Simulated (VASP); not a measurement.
GaSb (rocksalt type):

```
Ga Sb
1.0
     0.00000    2.89930    2.89930
     2.89930    0.00000    2.89930
     2.89930    2.89930    0.00000
Ga Sb
1 1
Direct
  0.00000 0.00000 0.00000
  0.50000 0.50000 0.50000
```

Base run:

* Program: VASP 6.6.1
* Functional: PBE
* Dispersion: D3(BJ)
* Potentials or basis: VASP PAW PBE potentials, release 64 (Ga_d, Sb)
* Cutoff: 500 eV
* k mesh: 13 × 13 × 13
* Occupations: fermi-dirac, width 0.08 eV
* Spin: no spin polarisation

Its results: band gap on the k mesh zero (band 9 reaches 7.14 eV, above the bottom of band 10 at 3.99 eV); pressure -2.6 GPa.

Q: The run is repeated on the same cell with these changes: dispersion from D3(BJ) to none. What comes out?

A: Band gap on the k mesh zero (band 9 reaches 7.14 eV, above the bottom of band 10 at 3.99 eV); pressure 0.0 GPa.

Dispersion adds attraction, which lowers the pressure at fixed volume and, as a term added to the energy, leaves the levels alone.

Caveats: spin-orbit coupling is left out, which moves the levels of the heavy elements; three body term missing (some runs); pairwise dispersion overbinds metals, which lowers pressure and volume (some runs).
